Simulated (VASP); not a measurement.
# Si3Sb (Pm-3m) in VASP: further runs, part 2 of 2

VASP 6.6.1. Earlier steps stand in the parts before.

### Step 3. Relaxation of cell and atoms, r2SCAN

This run uses another cell than the first one, of 17.72 Å³/atom.

Contents of POSCAR:

```
Si3Sb
1.0
    4.1387528297      0.0000000000      0.0000000000
    0.0000000000      4.1387528297      0.0000000000
    0.0000000000      0.0000000000      4.1387528297
Si Sb
3 1
Direct
    0.0000000000      0.5000000000      0.5000000000
    0.5000000000      0.0000000000      0.5000000000
    0.5000000000      0.5000000000      0.0000000000
    0.0000000000      0.0000000000      0.0000000000
```

Contents of INCAR.step1:

```
PREC     = Accurate       # precision mode
ENCUT    = 600            # plane-wave cutoff, eV
ISMEAR   = 0              # smearing method
SIGMA    = 0.1            # smearing width, eV
LREAL    = False          # projectors in reciprocal space
LASPH    = True           # aspherical terms in the spheres
NELM     = 80             # most SCF steps
GGA      = PE             # functional
ALGO     = Normal         # electronic algorithm
EDIFF    = 1E-4           # SCF threshold, eV
LWAVE    = True           # write WAVECAR
LCHARG   = False          # write CHGCAR
```

Contents of INCAR.step2:

```
PREC     = Accurate       # precision mode
ENCUT    = 600            # plane-wave cutoff, eV
EDIFF    = 1E-6           # SCF threshold, eV
ISMEAR   = 0              # smearing method
SIGMA    = 0.1            # smearing width, eV
LREAL    = False          # projectors in reciprocal space
LASPH    = True           # aspherical terms in the spheres
NELM     = 80             # most SCF steps
ALGO     = Normal         # electronic algorithm
ISIF     = 3              # what is computed and relaxed
LWAVE    = False          # write WAVECAR
LCHARG   = False          # write CHGCAR
METAGGA  = R2SCAN         # meta-GGA
LMIXTAU  = True         
IBRION   = 2              # ionic algorithm
NSW      = 90             # ionic steps
EDIFFG   = -0.04          # ionic threshold
ISTART   = 1
```

Contents of KPOINTS:

```
regular mesh
0
Gamma
  4 4 4
```

Potentials or basis: VASP PAW PBE potentials, release 64 (Si, Sb).

On the command line:

```sh
cat potpaw_PBE.64/Si/POTCAR potpaw_PBE.64/Sb/POTCAR > POTCAR
cp INCAR.step1 INCAR
mpirun -np 1 vasp_std > vasp.out
cp INCAR.step2 INCAR
mpirun -np 1 vasp_std > vasp.out
```

OUTCAR:

```text
PREC = Accurate
   ENCUT = 600
   EDIFF = 1E-6
   ISMEAR = 0
   LREAL = False
   LASPH = True
   NELM = 80
   ISIF = 3
   METAGGA = R2SCAN
   IBRION = 2
   NSW = 90
   EDIFFG = -0.04
   ISTART = 1

 ion  position               nearest neighbor table
   1  0.000  0.500  0.500-   2 2.93   3 2.93   4 2.93   3 2.93   4 2.93   2 2.93   4 2.93   4 2.93
                             2 2.93   3 2.93   3 2.93   2 2.93
   2  0.500  0.000  0.500-   1 2.93   3 2.93   4 2.93   3 2.93   4 2.93   1 2.93   3 2.93   3 2.93
                             1 2.93   4 2.93   4 2.93   1 2.93
   3  0.500  0.500  0.000-   1 2.93   2 2.93   4 2.93   1 2.93   2 2.93   2 2.93   4 2.93   2 2.93
                             1 2.93   4 2.93   1 2.93   4 2.93
   4  0.000  0.000  0.000-   1 2.93   2 2.93   3 2.93   1 2.93   2 2.93   1 2.93   3 2.93   1 2.93
                             2 2.93   3 2.93   2 2.93   3 2.93

  LATTYP: Found a simple cubic cell.
 ALAT       =     4.1387528297

  Lattice vectors:
[... 179 lines left out ...]
  in kB       43.5144050     43.5144050     43.5144050      0.0000000      0.0000000     -0.0000000
  external PRESSURE =      43.5144050 kB  Pullay stress =       0.0000000 kB
[... 63 lines left out ...]
--------------------------------------- Ionic step        3  -------------------------------------------

 number of electron      17.0000001 magnetization

 Free energy of the ion-electron system (eV)
  ---------------------------------------------------
  ext. energy  EPLUGINS =         0.00000000
  ---------------------------------------------------
  free energy    TOTEN  =       -48.31043940 eV

  energy without entropy =      -48.29285294  energy(sigma->0) =      -48.30164617

 E-fermi :   9.0361     XC(G=0): -11.3090

 val. band max:        8.9188372328   @ k =   0.2500   0.2500   0.0000
 cond. band min:       9.0628319092   @ k =   0.2500   0.2500   0.0000
 fundamental gap:      0.1439946764
 Fermi energy:         9.0360979995

 k-point     1 :       0.0000    0.0000    0.0000
  band No.  band energies     occupation
      1      -5.3783      2.00000
      2       2.8525      2.00000
      3       3.5319      2.00000
      4       3.5319      2.00000
      5       3.5319      2.00000
      6       3.8582      2.00000
      7       3.8582      2.00000
      8      10.9268      0.00000
      9      10.9268      0.00000
     10      10.9268      0.00000
     11      11.2213      0.00000
     12      11.2213      0.00000
[... 164 lines left out ...]
  FREE ENERGIE OF THE ION-ELECTRON SYSTEM (eV)
  ---------------------------------------------------
  free  energy   TOTEN  =       -48.3104394041 eV

  energy  without entropy=      -48.2928529417  energy(sigma->0) =      -48.30164617

 reached required accuracy - stopping structural energy minimisation
```

Run time: 2.9 min. Hardware: 1 thread of Intel Xeon 8259CL, shared host; peak memory 0.23 GiB.

Results:

- Free energy: -48.3104 eV
- Relaxed volume: 18.64 Å³/atom
- Relaxed cell: a = 4.209 Å, b = 4.209 Å, c = 4.209 Å, α = 90.00°, β = 90.00°, γ = 90.00°
- Space group after relaxing (to 0.1 Å): Pm-3m (No. 221)
- Energy gained by relaxing: 12.0 meV/atom
- Ionic steps: 3
- Pressure after relaxing: 0.0 GPa

The path:
| step | energy change (eV) | largest force (eV/Å) | pressure (GPa) | volume (Å³) |
| --- | --- | --- | --- | --- |
| 1 | 0.0000 | 0.0000 | 4.35 | 70.89 |
| 2 | -0.0421 | 0.0000 | -1.35 | 75.95 |
| 3 | -0.0480 | 0.0000 | 0.01 | 74.58 |

Final structure:
```
Si Sb
1.0
     4.20921    0.00000    0.00000
     0.00000    4.20921    0.00000
     0.00000    0.00000    4.20921
Si Sb
3 1
Direct
  0.00000 0.50000 0.50000
  0.50000 0.00000 0.50000
  0.50000 0.50000 0.00000
  0.00000 0.00000 0.00000
```

Caveat: the k points lie up to 0.37 Å⁻¹ apart in the final cell; the highest band is partly filled, so the run has too few bands; the PAW data sets were made with another functional, which shifts forces and pressure a little; spin-orbit coupling is left out, which moves the levels of the heavy elements.
